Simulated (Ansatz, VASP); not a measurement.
Mg3Ti: VASP beside Ansatz

```
CELL_PARAMETERS angstrom
-2.15604 2.15604 4.28821
2.15604 -2.15604 4.28821
2.15604 2.15604 -4.28821
ATOMIC_POSITIONS crystal
Ti 0.00000 0.00000 0.00000
Mg 0.75000 0.25000 0.50000
Mg 0.25000 0.75000 0.50000
Mg 0.50000 0.50000 0.00000
```

Alike in both runs: task single point; functional PBE; k mesh 9 × 9 × 9; occupations fermi-dirac, width 0.05 eV; no spin polarisation.

|  | VASP | Ansatz |
| --- | --- | --- |
| version | VASP 6.6.1 | Ansatz 0.2.0 |
| potentials or method | VASP PAW PBE potentials, release 64 (Ti_sv, Mg) | Ansatz PAW |
| plane-wave cutoff (eV) | 520 | 420 |
| valence electrons in the cell | 18 | 42 |

Ansatz gave:

- gap on the k mesh at the Fermi level (eV): none
- pressure (GPa): 2.8
- traceless stress, the component that is largest in VASP (GPa): -0.82

Task: Estimate VASP's values.

Result: gap on the k mesh at the Fermi level (eV): none; pressure (GPa): 2.7; traceless stress, the component that is largest in VASP (GPa): -0.84.

A gap of «none» marks a metal or a gap that the smearing closes. VASP's potentials hold 18 valence electrons a cell and Ansatz's 42, so a difference there can come from the potentials and not from the codes.
